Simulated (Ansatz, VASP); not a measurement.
# One calculation of Te, two programs

```
CELL_PARAMETERS angstrom
2.27144 -2.27376 0.00000
2.27144 2.27376 0.00000
0.00000 0.00000 3.17397
ATOMIC_POSITIONS crystal
Te 0.50000 0.50000 0.50000
```

Alike in both runs: functional PBE; k mesh 16 × 16 × 18; occupations gaussian, width 0.1 eV; no spin polarisation.

Ansatz relaxed the structure, and its values are those at the end. VASP's run is a single point on that final structure, the one shown.

|  | VASP | Ansatz |
| --- | --- | --- |
| version | VASP 6.6.1 | Ansatz 0.2.0 |
| potentials or method | VASP PAW PBE potentials, release 64 (Te), cutoff 520 eV | scalar-relativistic, plane waves, PAW |
| valence electrons in the cell | 6 | 16 |

```csv
,VASP,Ansatz,Ansatz less VASP
gap on the k mesh at the Fermi level (eV),none,none,-
pressure (GPa),0.0,0.0,+0.04
```

A gap of «none» marks a metal or a gap that the smearing closes. With one functional, cell and mesh, what is left measures potentials, basis and numerics. VASP's potentials hold 6 valence electrons a cell and Ansatz's 16, so a difference there can come from the potentials and not from the codes.

Spin-orbit coupling is off throughout.
